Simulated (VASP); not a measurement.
**Sb: single point with PBE**

The system is Sb.

```
Sb
1.0
    -2.39601    2.39601    0.00000
     0.00000    0.00000    4.79202
     2.39601    2.39601    0.00000
Sb
2
Direct
  0.00000 0.00000 0.00000
  0.50000 0.50000 0.50000
```

| Quantity | Value |
| --- | --- |
| Program | VASP 6.6.1 |
| Task | single point |
| Functional | PBE |
| Potentials or basis | VASP PAW PBE potentials, release 64 (Sb) |
| Cutoff | 520 eV |
| k mesh | 10 × 7 × 10 |
| Occupations | fermi-dirac, width 0.08 eV |
| Spin | no spin polarisation |
| Dipole correction | no |
| Further INCAR settings | ALGO = Normal; EDIFF = 1e-07; NBANDS = 12 |

```
Pressure               : -0.2 GPa
Band gap on the k mesh : zero (band 5 reaches 11.53 eV, above the bottom of band 6 at 5.67 eV)
```

Levels at points of the mesh, in eV from the Fermi level:
```tsv
k point	band 3	band 4	band 5	band 6	band 7	band 8
(0.00, 0.00, 0.00)	-4.80	0.38	0.38	4.14	4.63	5.17
(0.50, 0.00, 0.00)	-2.47	-2.47	-1.37	-1.37	3.30	3.30
(0.50, 0.00, 0.50)	-4.79	-4.79	0.38	0.38	0.38	0.38
```

It took 63 s on 1 thread of AMD EPYC 7R43 64-Core Processor (Zen 3) (shared host), peak memory 0.16 GiB.

Caveat: spin-orbit coupling is left out, which moves the levels of the heavy elements.
